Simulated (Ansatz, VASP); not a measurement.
# W: VASP beside Ansatz

```
W
1.0
     0.00000    2.89518    2.89518
     2.89518    0.00000    2.89518
     2.89518    2.89518    0.00000
W
2
Direct
  0.00000 0.00000 0.00000
  0.25000 0.25000 0.25000
```

Alike in both runs: functional r2SCAN; k mesh 16 × 16 × 16; occupations gaussian, width 0.1 eV; no spin polarisation.

Ansatz relaxed the structure, and its values are those at the end. VASP's run is a single point on that final structure, the one shown.

|  | VASP | Ansatz |
| --- | --- | --- |
| version | VASP 6.6.1 | Ansatz 0.2.0 |
| potentials or method | VASP PAW PBE potentials, release 64 (W_sv), cutoff 520 eV | scalar-relativistic, plane waves, PAW |
| valence electrons in the cell | 28 | 28 |

|  | VASP | Ansatz | Ansatz less VASP |
| --- | --- | --- | --- |
| gap on the k mesh at the Fermi level (eV) | none | none | - |
| pressure (GPa) | 0.8 | 0.0 | -0.82 |

VASP's potentials were made for PBE, not for r2SCAN. A gap of «none» marks a metal or a gap that the smearing closes.

Spin-orbit coupling is off throughout.
